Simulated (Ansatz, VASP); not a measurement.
AgCl: VASP beside Ansatz

```
CELL_PARAMETERS angstrom
3.49028 0.00000 0.00000
0.00000 3.49028 0.00000
0.00000 0.00000 3.49028
ATOMIC_POSITIONS crystal
Ag 0.00000 0.00000 0.00000
Cl 0.50000 0.50000 0.50000
```

Change from the starting cell: volume scaled by 1.05.

Alike in both runs: task single point; functional PBE; k mesh 9 × 9 × 9; occupations fermi-dirac, width 0.01 eV; no spin polarisation.

|  | VASP | Ansatz |
| --- | --- | --- |
| version | VASP 6.6.1 | Ansatz 0.2.0 |
| potentials or method | VASP PAW PBE potentials, release 64 (Ag, Cl), cutoff 520 eV | all-electron LAPW, scalar-relativistic |

Ansatz gave:

- gap on the k mesh at the Fermi level (eV): 0.60
- pressure (GPa): -2.1

What did VASP give for the same quantities?

gap on the k mesh at the Fermi level (eV): 0.60; pressure (GPa): -2.2.

Ansatz ran all-electron here, and VASP with PAW potentials.
